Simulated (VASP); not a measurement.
Set up this calculation in VASP 6.6.1, as the native input.

```
Task                   : single point
Functional             : r2SCAN
Potentials or basis    : VASP PAW PBE potentials, release 64 (Sc_sv)
Cutoff                 : 520 eV
k mesh                 : 16 × 16 × 10
Occupations            : fermi-dirac, width 0.08 eV
Spin                   : no spin polarisation
Dipole correction      : no
Further INCAR settings : ALGO = Normal; EDIFF = 1e-06; NBANDS = 18
```

The system is Sc.

```
CELL_PARAMETERS angstrom
3.32904 0.00000 0.00000
-1.66452 2.88303 0.00000
0.00000 0.00000 5.20301
ATOMIC_POSITIONS crystal
Sc 0.33333 0.66667 0.25000
Sc 0.66667 0.33333 0.75000
```

One way to write it, as run:

POSCAR

```
Sc
1.0
    3.3290400756      0.0000000000      0.0000000000
   -1.6645200378      2.8830332757      0.0000000000
    0.0000000000      0.0000000000      5.2030062440
Sc
2
Direct
    0.3333333333      0.6666666667      0.2500000000
    0.6666666667      0.3333333333      0.7500000000
```

INCAR.step1

```
  PREC = Accurate
  ENCUT = 520
  ISMEAR = -1
  SIGMA = 0.08
  LREAL = F
  LASPH = T
  NELM = 60
  NBANDS = 18
  GGA = PE
  ALGO = Normal
  EDIFF = 1E-4
  LWAVE = T
  LCHARG = F
```

INCAR.step2

```
  PREC = Accurate
  ENCUT = 520
  EDIFF = 1E-6
  ISMEAR = -1
  SIGMA = 0.08
  LREAL = F
  LASPH = T
  NELM = 60
  ALGO = Normal
  ISIF = 2
  LWAVE = F
  LCHARG = F
  METAGGA = R2SCAN
  LMIXTAU = T
  NBANDS = 18
  ISTART = 1
```

KPOINTS

```
Automatic mesh
0
Gamma
  16 16 10
```

Potentials or basis: VASP PAW PBE potentials, release 64 (Sc_sv).

Run with:

```sh
$ cat potpaw_PBE.64/Sc_sv/POTCAR > POTCAR
$ cp INCAR.step1 INCAR
$ mpirun -np 1 vasp_std > vasp.out
$ cp INCAR.step2 INCAR
$ mpirun -np 1 vasp_std > vasp.out
```

Results of the run:

- Pressure: 0.2 GPa
- Band gap on the k mesh: zero (band 11 reaches 4.73 eV, above the bottom of band 12 at 3.17 eV)

Caveat: the PAW data sets were made with another functional, which shifts forces and pressure a little.

Run time: 5.5 min on 1 thread of AMD EPYC 9R45 96-Core Processor (Zen 5), with other jobs on the host, peak memory 0.24 GiB.
